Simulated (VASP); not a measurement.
A run of VASP 6.6.1:

File INCAR:

```
PREC = Accurate ; ENCUT = 520
EDIFF = 1E-6 ; ISMEAR = 0
SIGMA = 0.01 ; LREAL = False
LASPH = True ; NELM = 60
ALGO = Normal ; ISIF = 2
LWAVE = False ; LCHARG = True
LELF = True ; LVHAR = True
NBANDS = 28
```

KPOINTS

```
regular mesh
0
Gamma
  4 4 4
```

File POSCAR:

```
CsSrF3
1.0
    4.6824984005      0.0000000000      0.0000000000
    0.0000000000      4.6824984005      0.0000000000
    0.0000000000      0.0000000000      4.6824984005
Cs Sr F
1 1 3
Direct
    0.0000000000      0.0000000000      0.0000000000
    0.5000000000      0.5000000000      0.5000000000
    0.0000000000      0.5000000000      0.5000000000
    0.5000000000      0.0000000000      0.5000000000
    0.5000000000      0.5000000000      0.0000000000
```

Potentials or basis: VASP PAW LDA potentials, release 64 (Cs_sv, Sr_sv, F).

Command:

```sh
$ cat potpaw_LDA.64/Cs_sv/POTCAR potpaw_LDA.64/Sr_sv/POTCAR potpaw_LDA.64/F/POTCAR > POTCAR
$ mpirun -np 1 vasp_std > vasp.out
```

Hardware: 1 thread of Intel(R) Xeon(R) Platinum 8488C (Sapphire Rapids), with other jobs on the host.

Question: Estimate the wall time of this run.

Answer: Wall time 14 s on 1 thread of Intel(R) Xeon(R) Platinum 8488C (Sapphire Rapids), on a shared host, peak memory 0.18 GiB. Counts: scf iterations 14, k points 10.
